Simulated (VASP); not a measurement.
A run of VASP 6.6.1 is set up as follows.

Contents of INCAR:

```
SYSTEM = KFeAs2
  ALGO = Normal
  EDIFF = 1E-7
  ENCUT = 520
  GGA = PE
  ISIF = 2
  ISMEAR = -1
  ISPIN = 2
  LASPH = .True.
  LCHARG = .False.
  LMAXMIX = 4
  LORBIT = 11
  LREAL = .False.
  LWAVE = .False.
  MAGMOM = 0 0 -1.4 0
  NBANDS = 26
  NELM = 150
  PREC = Accurate
  SIGMA = 0.05
```

Contents of KPOINTS:

```
k-points
0
Gamma
  9 9 9
  0 0 0
```

Contents of POSCAR:

```
KFeAs2
1.0
   -1.9803680000      1.9803680000      6.3830190000
    1.9803680000     -1.9803680000      6.3830190000
    1.9803680000      1.9803680000     -6.3830190000
As Fe K
2 1 1
Direct
    0.3307380000      0.3307380000      0.0000000000
    0.6692620000      0.6692620000      0.0000000000
    0.2500000000      0.7500000000      0.5000000000
    0.0000000000      0.0000000000      0.0000000000
```

Potentials or basis: VASP PAW PBE potentials, release 64 (As, Fe, K_sv).

Launch:

```sh
$ cat potpaw_PBE.64/As/POTCAR potpaw_PBE.64/Fe/POTCAR potpaw_PBE.64/K_sv/POTCAR > POTCAR
$ mpirun -np 1 vasp_std > vasp.out
```

(1) What does it give for the pressure?

(2) Predict the site moments.

(3) Predict the largest force.

Answers

(1) 0.2 GPa.

(2) As +0.03; Fe -0.65; K +0.00 μB.

(3) 0.062 eV/Å.

Caveat: a cell with one magnetic atom can't hold antiferromagnetic order, which such compounds often take.
